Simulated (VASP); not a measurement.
Si: single point with PBE

The system is Si.

```
Si
1.0
    -3.32617    3.32617    3.06939
     3.32617   -3.32617    3.06939
     3.32617    3.32617   -3.06939
Si
8
Direct
  0.20285 0.20285 0.20285
  0.50000 0.00000 0.29715
  0.29715 0.50000 0.00000
  0.00000 0.29715 0.50000
  0.79715 0.79715 0.79715
  0.50000 0.00000 0.70285
  0.70285 0.50000 0.00000
  0.00000 0.70285 0.50000
```

```
Program                : VASP 6.6.1
Task                   : single point
Functional             : PBE
Potentials or basis    : VASP PAW PBE potentials, release 64 (Si)
Cutoff                 : 520 eV
k mesh                 : 10 × 10 × 10
Occupations            : gaussian, width 0.15 eV
Spin                   : no spin polarisation
Dipole correction      : no
Further INCAR settings : ALGO = Fast; EDIFF = 1e-06; NBANDS = 26
```

```yaml
Pressure: 9.6 GPa
Largest_force: 0.826 eV/Å
Band_gap_on_the_k_mesh: zero (bands 16 and 17 overlap by 0.34 eV)
```

Forces in eV/Å, atoms in the order of the input:
```
Si   0.104  0.807 -0.142
Si  -0.104 -0.807 -0.142
Si   0.104 -0.807  0.142
Si  -0.104  0.807  0.142
Si  -0.104 -0.807  0.142
Si   0.104  0.807  0.142
Si  -0.104  0.807 -0.142
Si   0.104 -0.807 -0.142
```

Stress tensor (GPa, compression positive):
```
 5.16  0.00  0.00
 0.00  5.69  0.00
 0.00  0.00 17.95
```

Levels at points of the mesh, in eV from the Fermi level:
```
           k point  band 14  band 15  band 16  band 17  band 18  band 19
(0.00, 0.00, 0.00)    -1.80    -1.74    -0.19     1.12     1.21     3.00
(0.50, 0.00, 0.00)    -2.10    -1.66    -1.66     0.78     0.78     1.90
(0.50, 0.00, 0.50)    -1.97    -1.22    -1.22     0.09     0.09     2.12
(0.50, 0.50, 0.00)    -2.29    -1.17    -1.17     0.34     0.34     1.96
(0.50, 0.50, 0.50)    -0.49    -0.10     0.15     0.62     2.37     2.66
```

Run time: 13 min on 1 thread of Oxide Virtual Turin-like Processor, with other jobs on the host, peak memory 0.5 GiB.

Caveat: the stress differs along the axes, from 5 to 18 GPa; semilocal functionals underestimate gaps, and a narrow one can read as zero.
